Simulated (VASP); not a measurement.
SbC3: single point with PBE

The system is SbC3.

```
Sb C
1.0
     2.06014    1.18942    4.48534
    -2.06014    1.18942    4.48534
     0.00000   -2.37884    4.48534
Sb C
1 3
Direct
  0.00000 0.00000 0.00000
  0.50000 0.50000 0.00000
  0.00000 0.50000 0.50000
  0.50000 0.00000 0.50000
```

The cell was built from a structure type or drawn by symmetry, and may not be a known phase.

- Program: VASP 6.6.1
- Task: single point
- Functional: PBE
- Potentials or basis: VASP PAW PBE potentials, release 64 (Sb, C)
- Cutoff: 520 eV
- k mesh: 6 × 6 × 6
- Occupations: gaussian, width 0.1 eV
- Spin: no spin polarisation

```yaml
Pressure: 24.8 GPa
Band_gap_on_the_k_mesh: zero (an odd number of electrons rules out a gap without spin polarisation)
```

Stress tensor (GPa, compression positive):
```
37.41  0.00  0.00
 0.00 37.41  0.00
 0.00  0.00 -0.48
```

Levels at points of the mesh, in eV from the Fermi level:
```csv
k point,band 4,band 5,band 6,band 7,band 8,band 9,band 10,band 11,band 12,band 13
"(0.00, 0.00, 0.00)",-7.41,-7.09,-7.09,-5.74,-3.31,0.78,0.78,2.66,3.00,3.52
"(0.50, 0.00, 0.00)",-8.93,-3.30,-3.10,-1.68,-0.80,0.27,0.43,0.60,1.63,3.19
"(0.50, 0.50, 0.00)",-8.96,-3.67,-3.35,-1.68,-0.80,0.27,0.61,0.71,2.04,3.65
"(0.50, 0.50, 0.50)",-7.42,-7.11,-7.11,-6.45,-3.26,0.88,0.88,3.01,3.09,6.96
```

It took 68 s on 1 thread of AMD EPYC 7R43 64-Core Processor (Zen 3) (shared host), peak memory 0.2 GiB.

Caveat: the cell stands under pressure; spin-orbit coupling is left out, which moves the levels of the heavy elements.
